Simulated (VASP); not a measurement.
Runs of VASP 6.6.1 on Pd. The structure is that of space group P6_3/mmc (No. 194), or close to it. The cells are those of the table. 

```tsv
task	cell	cutoff (eV)	gap on the mesh (eV)	pressure (GPa)	relaxed volume (Å³/atom)
single point	a = 2.770, b = 2.770, c = 4.634 Å, angles 90.0, 90.0, 120.0°, 2 atoms	520	none	-0.3	-
relaxation of cell and atoms	relaxed from a = 2.798, b = 2.798, c = 4.533 Å, angles 90.0, 90.0, 120.0°, 2 atoms	600	none	0.0	15.37
single point	a = 2.770, b = 2.770, c = 4.633 Å, angles 90.0, 90.0, 120.0°, 2 atoms	520	none	(a)	-
relaxation of cell and atoms	relaxed from a = 2.770, b = 2.770, c = 4.634 Å, angles 90.0, 90.0, 120.0°, 2 atoms	600	none	0.0	15.37
```

Alike in all rows: level PBE; potentials or basis VASP PAW PBE potentials, release 64 (Pd); no spin polarisation; k mesh 17 × 17 × 9; smearing fermi-dirac 0.05 eV.

Fill in the values left out.

(a) -0.2.

A k mesh can miss the band edges, and the runs leave out spin-orbit coupling on Pd.

A gap of «none» marks levels without a gap at the run's occupations.
